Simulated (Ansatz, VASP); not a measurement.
**Two plane-wave programs on HgH3Pb**

```
CELL_PARAMETERS angstrom
4.29330 0.00000 0.00000
0.00000 4.29330 0.00000
0.00000 0.00000 4.29330
ATOMIC_POSITIONS crystal
Hg 0.00000 0.00000 0.00000
H 0.50000 0.50000 0.00000
H 0.50000 0.00000 0.50000
H 0.00000 0.50000 0.50000
Pb 0.50000 0.50000 0.50000
```

Alike in both runs: functional PBE; k mesh 10 × 10 × 10; occupations gaussian, width 0.1 eV; no spin polarisation.

Ansatz relaxed the structure, and its values are those at the end. VASP's run is a single point on that final structure, the one shown.

|  | VASP | Ansatz |
| --- | --- | --- |
| version | VASP 6.6.1 | Ansatz 0.2.0 |
| potentials or method | VASP PAW PBE potentials, release 64 (Hg, H, Pb_d), cutoff 520 eV | scalar-relativistic, plane waves, PAW |
| valence electrons in the cell | 29 | 37 |

```tsv
	VASP	Ansatz	Ansatz less VASP
gap on the k mesh at the Fermi level (eV)	none	none	-
pressure (GPa)	-0.1	0.0	+0.07
```

A gap of «none» marks a metal or a gap that the smearing closes. VASP's potentials hold 29 valence electrons a cell and Ansatz's 37, so a difference there can come from the potentials and not from the codes.

Spin-orbit coupling is off throughout.
